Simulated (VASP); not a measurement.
Wanted: the native input for a VASP 6.6.1 run.

```
Task                   : single point
Functional             : LDA
Potentials or basis    : VASP PAW LDA potentials, release 64 (Si, O)
Cutoff                 : 520 eV
k mesh                 : 6 × 6 × 4
Occupations            : gaussian, width 0.02 eV
Spin                   : no spin polarisation
Dipole correction      : no
Further INCAR settings : ALGO = Normal; EDIFF = 1e-06; NBANDS = 44
```

The structure of SiO2 lies in POSCAR:

```
SiO2
1.0
    4.8651038963      0.0000000000      0.0000000000
   -2.4325519481      4.2133035662      0.0000000000
    0.0000000000      0.0000000000      8.5293472548
Si O
4 8
Direct
    0.6666666667      0.3333333333      0.9365954812
    0.6666666667      0.3333333333      0.5634045188
    0.3333333333      0.6666666667      0.0634045188
    0.3333333333      0.6666666667      0.4365954812
    0.0000000000      0.3850871938      0.0000000000
    0.3850871938      0.3850871938      0.5000000000
    0.6149128062      0.0000000000      0.5000000000
    0.6149128062      0.6149128062      0.0000000000
    0.0000000000      0.6149128062      0.5000000000
    0.6666666667      0.3333333333      0.7500000000
    0.3333333333      0.6666666667      0.2500000000
    0.3850871938      0.0000000000      0.0000000000
```

The input as run:

INCAR

```
PREC     = Accurate       # precision mode
ENCUT    = 520            # plane-wave cutoff, eV
EDIFF    = 1E-6           # SCF threshold, eV
ISMEAR   = 0              # smearing method
SIGMA    = 0.02           # smearing width, eV
LREAL    = F              # projectors in reciprocal space
LASPH    = T              # aspherical terms in the spheres
NELM     = 100            # most SCF steps
ALGO     = Normal         # electronic algorithm
ISIF     = 2              # what is computed and relaxed
LWAVE    = F              # write WAVECAR
LCHARG   = F              # write CHGCAR
GGA      = CA             # functional
NBANDS   = 44             # bands
```

KPOINTS

```
regular mesh
0
Gamma
  6 6 4
```

Potentials or basis: VASP PAW LDA potentials, release 64 (Si, O).

Run with:

```console
$ cat potpaw_LDA.64/Si/POTCAR potpaw_LDA.64/O/POTCAR > POTCAR
$ mpirun -np 1 vasp_std > vasp.out
```

It gave:

```yaml
Pressure: 2.5 GPa
Largest_force: 0.035 eV/Å
Band_gap_on_the_k_mesh: 5.47 eV (least direct gap 5.58 eV)
```

Run time: 110 s on 1 thread of Intel(R) Xeon(R) Platinum 8488C (Sapphire Rapids), on a shared host, peak memory 0.27 GiB.
